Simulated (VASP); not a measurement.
Set up this calculation in VASP 6.6.1, as the native input.

```
Task                   : single point
Functional             : PBEsol
Potentials or basis    : VASP PAW PBE potentials, release 64 (Hg, Te)
Cutoff                 : 520 eV
k mesh                 : 6 × 6 × 5
Occupations            : fermi-dirac, width 0.05 eV
Spin                   : no spin polarisation
Dipole correction      : no
Further INCAR settings : ALGO = Normal; EDIFF = 1e-07; NBANDS = 26
```

The structure of HgTe lies in POSCAR:

```
HgTe
1.0
    2.9314290629     -3.3961554883      0.0000000000
    2.9314290629      3.3961554883      0.0000000000
    0.0000000000      0.0000000000      5.6797940534
Hg Te
2 2
Direct
    0.6569500000      0.3430500000      0.2500000000
    0.3430500000      0.6569500000      0.7500000000
    0.2151910000      0.7848090000      0.2500000000
    0.7848090000      0.2151910000      0.7500000000
```

One way to write it, as run:

INCAR

```
  PREC = Accurate
  ENCUT = 520
  EDIFF = 1E-7
  ISMEAR = -1
  SIGMA = 0.05
  LREAL = False
  LASPH = True
  NELM = 60
  ALGO = Normal
  ISIF = 2
  LWAVE = False
  LCHARG = False
  GGA = PS
  NBANDS = 26
```

KPOINTS

```
Automatic mesh
0
Gamma
  6 6 5
```

Potentials or basis: VASP PAW PBE potentials, release 64 (Hg, Te).

Launch:

```bash
$ cat potpaw_PBE.64/Hg/POTCAR potpaw_PBE.64/Te/POTCAR > POTCAR
$ mpirun -np 1 vasp_std > vasp.out
```

It gave:

* Pressure: -0.6 GPa
* Largest force: 0.046 eV/Å
* Band gap on the k mesh: zero (band 18 reaches 4.80 eV, above the bottom of band 19 at 2.48 eV)

Caveat: the PAW data sets were made with another functional, which shifts forces and pressure a little; spin-orbit coupling is left out, which moves the levels of the heavy elements.

Run time: 100 s on 1 thread of Intel Xeon 6975P-C (shared host), peak memory 0.28 GiB.
